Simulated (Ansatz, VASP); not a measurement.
## Two plane-wave programs on Rh

File INCAR:

```
PREC     = Accurate       # precision mode
ENCUT    = 500            # plane-wave cutoff, eV
EDIFF    = 1E-6           # SCF threshold, eV
ISMEAR   = -1             # smearing method
SIGMA    = 0.1            # smearing width, eV
LREAL    = F              # projectors in reciprocal space
LASPH    = T              # aspherical terms in the spheres
NELM     = 200            # most SCF steps
ALGO     = Normal         # electronic algorithm
ISIF     = 2              # what is computed and relaxed
LWAVE    = F              # write WAVECAR
LCHARG   = T              # write CHGCAR
MAGMOM   = 0 0 0          # initial moments
LORBIT   = 11             # projections on sites
LSORBIT  = T              # spin-orbit coupling
GGA_COMPAT= F            
LORBMOM  = T            
LMAXMIX  = 4              # l up to which the mixer works
GGA      = B5             # functional
ALDAX    = 1.0          
AGGAX    = 1.0          
AGGAC    = 1.0          
ALDAC    = 0.0          
LVHAR    = T            
NBANDS   = 26             # bands
```

Contents of KPOINTS:

```
Automatic mesh
0
Gamma
  14 14 14
```

POSCAR

```
Rh
1.0
    0.0000000000      1.9508486661      1.9508486661
    1.9508486661      0.0000000000      1.9508486661
    1.9508486661      1.9508486661      0.0000000000
Rh
1
Direct
    0.0000000000      0.0000000000      0.0000000000
```

Input for Ansatz:

```yaml
crystal:
  lattice:
    - [0.0, 1.9508486661, 1.9508486661]
    - [1.9508486661, 0.0, 1.9508486661]
    - [1.9508486661, 1.9508486661, 0.0]
  atoms:
    - { symbol: Rh, position: [0.0, 0.0, 0.0] }
hamiltonian:
  xc: blyp
  pseudopotentials:
    kind: paw_fr
    azcp:
      Rh: "pseudopotentials/Rh.paw.azcp"
basis:
  ecutwfc: 420
  fft_grid_basis: typed
kpoints:
  mp_grid: { grid: [14, 14, 14], shift: [0, 0, 0] }
magnetization:
  noncollinear: true
  spin_orbit: true
scf:
  occupations: { method: fermi_dirac, width: 0.1 }
```

Alike in both runs: task single point; functional BLYP; k mesh 14 × 14 × 14; occupations fermi-dirac, width 0.1 eV; non-collinear spin, spin-orbit coupling.

```csv
,VASP,Ansatz
version,VASP 6.6.1,Ansatz 0.2.0
potentials or method,"VASP PAW PBE potentials, release 64 (Rh_pv), cutoff 500 eV","plane waves (420 eV) with PAW, fully relativistic with spin-orbit coupling"
valence electrons in the cell,15,17
```

```csv
,VASP,Ansatz,Ansatz less VASP
net moment per atom (μB),0.00,0.00,0.000
```

VASP's potentials were made for PBE, not for BLYP. With one functional, cell and mesh, what is left measures potentials, basis and numerics. VASP's potentials hold 15 valence electrons a cell and Ansatz's 17, so a difference there can come from the potentials and not from the codes.
